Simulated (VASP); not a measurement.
Set up this calculation in VASP 6.6.1, as the native input.

```yaml
Task: single point
Functional: PBEsol
Potentials_or_basis: VASP PAW PBE potentials, release 64 (Li_sv)
Cutoff: 520 eV
k_mesh: 20 × 20 × 20
Occupations: gaussian, width 0.15 eV
Spin: no spin polarisation
Dipole_correction: no
Further_INCAR_settings: ALGO = Normal; EDIFF = 1e-07; NBANDS = 8
```

The structure of Li lies in POSCAR:

```
Li
1.0
   -1.8900000000      1.8900000000      1.6100000000
    1.8900000000     -1.8900000000      1.6100000000
    1.8900000000      1.8900000000     -1.6100000000
Li
1
Direct
    0.0000000000      0.0000000000      0.0000000000
```

This cell differs from its parent crystal: strain +0.080 along x and y, -0.080 along z.

These files were run (other wordings do the same):

INCAR

```
PREC = Accurate
ENCUT = 520
EDIFF = 1E-7
ISMEAR = 0
SIGMA = 0.15
LREAL = False
LASPH = True
NELM = 100
ALGO = Normal
ISIF = 2
LWAVE = False
LCHARG = False
GGA = PS
NBANDS = 8
```

KPOINTS

```
regular mesh
0
Gamma
  20 20 20
```

Potentials or basis: VASP PAW PBE potentials, release 64 (Li_sv).

Command:

```sh
$ cat potpaw_PBE.64/Li_sv/POTCAR > POTCAR
$ mpirun -np 1 vasp_std > vasp.out
```

Results of the run:

| Property | Result |
| --- | --- |
| Band gap on the k mesh | zero (an odd number of electrons rules out a gap without spin polarisation) |

Caveat: the cell differs from its parent crystal (strain +0.080 along x and y, -0.080 along z).

Run time: 3.1 min on 1 thread of AMD EPYC 7R13 (shared host), peak memory 0.17 GiB.
